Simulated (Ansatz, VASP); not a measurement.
**One calculation of HgSe, two programs**

```
Hg Se
1.0
     0.00000    3.13012    3.13012
     3.13012    0.00000    3.13012
     3.13012    3.13012    0.00000
Hg Se
1 1
Direct
  0.00000 0.00000 0.00000
  0.75000 0.75000 0.75000
```

Alike in both runs: task relaxation of cell and atoms; functional PBE; k mesh 12 × 12 × 12; occupations gaussian, width 0.1 eV; no spin polarisation.

```csv
,VASP,Ansatz
version,VASP 6.6.1,Ansatz 0.2.0
potentials or method,"VASP PAW PBE potentials, release 64 (Hg, Se), cutoff 500 eV","scalar-relativistic, plane waves, PAW"
valence electrons in the cell,18,36
```

|  | VASP | Ansatz | Ansatz less VASP |
| --- | --- | --- | --- |
| gap on the k mesh at the Fermi level, each at its own relaxed structure (eV) | none | none | - |
| relaxed volume (Å³/atom) | 30.80 | 30.67 | -0.132 |
| relaxed cell length with the largest relative difference (Å) | 4.433 | 4.427 | -0.0063 |

A gap of «none» marks a metal or a gap that the smearing closes. VASP's potentials hold 18 valence electrons a cell and Ansatz's 36, so a difference there can come from the potentials and not from the codes.

Spin-orbit coupling is off throughout.
